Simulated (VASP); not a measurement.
Runs of VASP 6.6.1 on ZnS. It takes space group R3m (No. 160, trigonal). Conventional cell: a = 3.806 Å, b = 3.806 Å, c = 28.056 Å, α = 90.00°, β = 90.00°, γ = 120.00°. Within 3.1 Å of Zn (site symmetry 3m) lie 4 S at 2.33 to 2.34 Å. Within 3.1 Å of Zn (site symmetry 3m) lie 4 S at 2.33 Å. Zn (site symmetry 3m) has 4 S at 2.33 to 2.34 Å within 3.1 Å. Within 3.1 Å of S (site symmetry 3m) lie 4 Zn at 2.33 to 2.34 Å. S (site symmetry 3m) has 4 Zn at 2.33 to 2.34 Å within 3.1 Å. Within 3.1 Å of S (site symmetry 3m) lie 4 Zn at 2.33 Å. 

| k mesh | gap on the mesh (eV) | pressure (GPa) | largest force (eV/Å) |
| --- | --- | --- | --- |
| 5 × 5 × 5 | 1.97 | -3.7 | 0.01 |
| 7 × 7 × 7 | 1.97 | -3.7 | 0.01 |
| 4 × 4 × 4 | 1.96 | -3.5 | 0.01 |
| 2 × 2 × 2 | (a) | -0.7 | 0.25 |

Alike in all rows: task single point; level LDA; potentials or basis VASP PAW LDA potentials, release 64 (Zn, S); no spin polarisation; cell as given; cutoff (eV) 520; smearing fermi-dirac 0.1 eV.

Problem. Fill in the values left out.

Solution. (a) 1.87.

Caveats: some runs use coarse meshes; the cell stands under tension (at least some runs).

A k mesh can miss the band edges.
